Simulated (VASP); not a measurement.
Cd:

```xyz
2
Lattice="3.0007 0.0000 0.0000 -1.5004 2.5987 0.0000 0.0000 0.0000 5.9262" Properties=species:S:1:pos:R:3 pbc="T T T"
Cd    0.0000    1.7325    1.4815
Cd    1.5004    0.8662    4.4446
```

Base run:

- Program: VASP 6.6.1
- Functional: PBE
- Potentials or basis: VASP PAW PBE potentials, release 64 (Cd)
- Cutoff: 520 eV
- k mesh: 12 × 12 × 6
- Occupations: fermi-dirac, width 0.1 eV
- Spin: no spin polarisation

Its results: band gap on the k mesh zero (bands 12 and 13 overlap by 4.11 eV); pressure 0.3 GPa.

**Question.** After a change of settings the same cell gave: band gap on the k mesh zero (bands 12 and 13 overlap by 4.11 eV); pressure 2.1 GPa. Which change was it?
A. k mesh from 12 × 12 × 6 to 10 × 10 × 5; further incar settings from ALGO = Normal; EDIFF = 1e-07; NBANDS = 19 to ALGO = Normal; EDIFF = 1e-06; NBANDS = 19
B. k mesh from 12 × 12 × 6 to 7 × 7 × 4
C. occupations from fermi-dirac, width 0.1 eV to fermi-dirac, width 0.3 eV; further incar settings from ALGO = Normal; EDIFF = 1e-07; NBANDS = 19 to ALGO = Normal; EDIFF = 1e-06; NBANDS = 19
D. occupations from fermi-dirac, width 0.1 eV to fermi-dirac, width 0.6 eV

**Answer.** D.

Caveats: so wide a smearing shifts energies and pressures (at least some runs).
